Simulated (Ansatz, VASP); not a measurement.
One calculation of Au, two programs

```
Au
1.0
     0.00000    2.01667    2.04785
     2.01667    0.00000    2.04785
     2.01667    2.01667    0.00000
Au
1
Direct
  0.00000 0.00000 0.00000
```

Change from the starting cell: strain -0.030 along x and y, -0.015 along z, atoms carried along.

Alike in both runs: task single point; functional PBE; k mesh 24 × 24 × 24; occupations gaussian, width 0.15 eV; no spin polarisation.

|  | VASP | Ansatz |
| --- | --- | --- |
| version | VASP 6.6.1 | Ansatz 0.2.0 |
| potentials or method | VASP PAW PBE potentials, release 64 (Au), cutoff 520 eV | scalar-relativistic, plane waves, PAW |
| valence electrons in the cell | 11 | 19 |

```tsv
	VASP	Ansatz	Ansatz less VASP
gap on the k mesh at the Fermi level (eV)	none	none	-
pressure (GPa)	13.0	13.3	+0.26
traceless stress, the component that is largest in VASP (GPa)	-0.37	-0.37	+0.001
```

A gap of «none» marks a metal or a gap that the smearing closes. VASP's potentials hold 11 valence electrons a cell and Ansatz's 19, so a difference there can come from the potentials and not from the codes.

Neither program's run includes spin-orbit coupling.
